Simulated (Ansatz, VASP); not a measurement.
# Al3GaSb4: VASP beside Ansatz

POSCAR

```
Al3GaSb4
1.0
   -3.1142103410      3.1142103410      6.2281898502
    3.1142103410     -3.1142103410      6.2281898502
    3.1142103410      3.1142103410     -6.2281898502
Al Sb Ga
3 4 1
Direct
    0.7500000000      0.2500000000      0.5000000000
    0.5000000000      0.5000000000      0.0000000000
    0.2500000000      0.7500000000      0.5000000000
    0.1243126567      0.6262127479      0.0000000000
    0.8756873433      0.8756873433      0.5019000912
    0.6262127479      0.1243126567      0.0000000000
    0.3737872521      0.3737872521      0.4980999088
    0.0000000000      0.0000000000      0.0000000000
```

INCAR.step1

```
SYSTEM = Al3GaSb4
PREC     = Accurate       ! precision mode
ENCUT    = 550            ! plane-wave cutoff, eV
ISMEAR   = 0              ! smearing method
SIGMA    = 0.01           ! smearing width, eV
LREAL    = .False.        ! projectors in reciprocal space
LASPH    = .True.         ! aspherical terms in the spheres
NELM     = 120            ! most SCF steps
NBANDS   = 31             ! bands
GGA      = PE             ! functional
ALGO     = Normal         ! electronic algorithm
EDIFF    = 1E-5           ! SCF threshold, eV
LWAVE    = .True.         ! write WAVECAR
LCHARG   = .False.        ! write CHGCAR
GGA_COMPAT= .False.
```

The input INCAR.step2:

```
SYSTEM = Al3GaSb4
PREC     = Accurate       ! precision mode
ENCUT    = 550            ! plane-wave cutoff, eV
EDIFF    = 1E-6           ! SCF threshold, eV
ISMEAR   = 0              ! smearing method
SIGMA    = 0.01           ! smearing width, eV
LREAL    = .False.        ! projectors in reciprocal space
LASPH    = .True.         ! aspherical terms in the spheres
NELM     = 120            ! most SCF steps
ALGO     = Normal         ! electronic algorithm
ISIF     = 2              ! what is computed and relaxed
LWAVE    = .False.        ! write WAVECAR
LCHARG   = .False.        ! write CHGCAR
METAGGA  = R2SCAN         ! meta-GGA
LMIXTAU  = .True.       
NBANDS   = 31             ! bands
ISTART   = 1            
GGA_COMPAT= .False.
```

KPOINTS

```
Automatic mesh
0
Gamma
  6 6 6
  0 0 0
```

Input for Ansatz:

```yaml
crystal:
  lattice:
    - [-3.114210341, 3.114210341, 6.2281898502]
    - [3.114210341, -3.114210341, 6.2281898502]
    - [3.114210341, 3.114210341, -6.2281898502]
  atoms:
    - { symbol: Al, position: [0.75, 0.25, 0.5] }
    - { symbol: Sb, position: [0.1243126567, 0.6262127479, 0.0] }
    - { symbol: Al, position: [0.5, 0.5, 0.0] }
    - { symbol: Sb, position: [0.8756873433, 0.8756873433, 0.5019000912] }
    - { symbol: Al, position: [0.25, 0.75, 0.5] }
    - { symbol: Sb, position: [0.6262127479, 0.1243126567, 0.0] }
    - { symbol: Ga, position: [0.0, 0.0, 0.0] }
    - { symbol: Sb, position: [0.3737872521, 0.3737872521, 0.4980999088] }
kpoints:
  mp_grid: { grid: [6, 6, 6] }
hamiltonian:
  xc: r2scan
scf:
  occupations: { method: fixed }
  n_extra_bands: 6
output:
  forces: true
  stress: true
  eigenvalues: true
```

Alike in both runs: task single point; functional r2SCAN; k mesh 6 × 6 × 6; no spin polarisation.

```csv
,VASP,Ansatz
version,VASP 6.6.1,Ansatz 0.2.0
potentials or method,"VASP PAW PBE potentials, release 64 (Al, Sb, Ga_d)","plane waves, PAW"
plane-wave cutoff (eV),550,500
occupations,"gaussian, width 0.01 eV",fixed
valence electrons in the cell,42,82
```

|  | VASP | Ansatz | Ansatz less VASP |
| --- | --- | --- | --- |
| gap on the k mesh at the Fermi level (eV) | 1.04 | 1.06 | +0.013 |
| pressure (GPa) | -1.4 | -1.5 | -0.13 |
| rms of the force components (eV/Å) | 0.002 | 0.004 | +0.0018 |

VASP's potentials were made for PBE, not for r2SCAN. VASP's potentials hold 42 valence electrons a cell and Ansatz's 82, so a difference there can come from the potentials and not from the codes.

Neither program's run includes spin-orbit coupling.
